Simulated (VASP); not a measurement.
Input of a VASP 6.6.1 run:

The input POSCAR:

```
H2AuF6
1.0
    4.8552490000      0.0000000000      0.0000000000
   -1.0205410000      4.7717830000      0.0000000000
   -0.0593660000     -1.0016810000      4.8193580000
F Au H
6 1 2
Direct
    0.0836000000      0.7671000000      0.6794000000
    0.9164000000      0.2329000000      0.3206000000
    0.3057000000      0.9531000000      0.2026000000
    0.6943000000      0.0469000000      0.7974000000
    0.2282000000      0.3219000000      0.9101000000
    0.7718000000      0.6781000000      0.0899000000
    0.0000000000      0.0000000000      0.0000000000
    0.5392000000      0.4276000000      0.5536000000
    0.4608000000      0.5724000000      0.4464000000
```

The input INCAR.step1:

```
SYSTEM = H2AuF6
PREC = Accurate
ENCUT = 520
ISMEAR = 1
SIGMA = 0.0413
LREAL = .False.
LASPH = .True.
NELM = 100
NBANDS = 38
GGA = PE
ALGO = Normal
EDIFF = 1E-4
LWAVE = .True.
LCHARG = .False.
```

INCAR.step2

```
SYSTEM = H2AuF6
PREC = Accurate
ENCUT = 520
EDIFF = 1E-7
ISMEAR = 1
SIGMA = 0.0413
LREAL = .False.
LASPH = .True.
NELM = 100
ALGO = Normal
ISIF = 2
LWAVE = .False.
LCHARG = .True.
METAGGA = R2SCAN
LMIXTAU = .True.
LELF = .True.
LVHAR = .True.
NBANDS = 38
ISTART = 1
```

KPOINTS

```
Automatic mesh
0
Gamma
  4 4 4
  0.5 0 0.5
```

Potentials or basis: VASP PAW PBE potentials, release 64 (F, Au, H).

Run with:

```sh
$ cat potpaw_PBE.64/F/POTCAR potpaw_PBE.64/Au/POTCAR potpaw_PBE.64/H/POTCAR > POTCAR
$ cp INCAR.step1 INCAR
$ mpirun -np 1 vasp_std > vasp.out
$ cp INCAR.step2 INCAR
$ mpirun -np 1 vasp_std > vasp.out
```

(1) What does it give for the largest force?

(2) Predict the band gap on the k mesh.

(3) Estimate the pressure.

## Answers

(1) 3.460 eV/Å.

(2) zero (an odd number of electrons rules out a gap without spin polarisation).

(3) 4.6 GPa.

Caveat: the cell stands under pressure; the PAW data sets were made with another functional, which shifts forces and pressure a little; spin-orbit coupling is left out, which moves the levels of the heavy elements; an odd number of electrons without spin polarisation forces a metal; a magnetic or distorted state may lie lower.
